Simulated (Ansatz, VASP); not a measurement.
# CsAg2: VASP beside Ansatz

```
Cs Ag
1.0
     5.63146    0.00000    0.00000
    -2.81573    4.87699    0.00000
     0.00000    0.00000    4.14036
Cs Ag
1 2
Direct
  0.00000 0.00000 0.50000
  0.33333 0.66667 0.00000
  0.66667 0.33333 0.00000
```

Alike in both runs: task relaxation of cell and atoms; functional PBE; k mesh 6 × 6 × 4; occupations gaussian, width 0.1 eV; no spin polarisation.

```csv
,VASP,Ansatz
version,VASP 6.6.1,Ansatz 0.2.0
potentials or method,"VASP PAW PBE potentials, release 64 (Cs_sv, Ag), cutoff 600 eV","scalar-relativistic, plane waves, PAW"
valence electrons in the cell,31,47
```

```csv
,VASP,Ansatz,Ansatz less VASP
"gap on the k mesh at the Fermi level, each at its own relaxed structure (eV)",none,none,-
relaxed volume (Å³/atom),36.93,36.68,-0.245
relaxed length of the cell vector where the two differ most in proportion (Å),5.435,5.393,-0.0418
```

A gap of «none» marks a metal or a gap that the smearing closes. VASP's potentials hold 31 valence electrons a cell and Ansatz's 47, so a difference there can come from the potentials and not from the codes.

The k mesh is coarse, so the values compare programs but aren't converged. Spin-orbit coupling is off throughout.
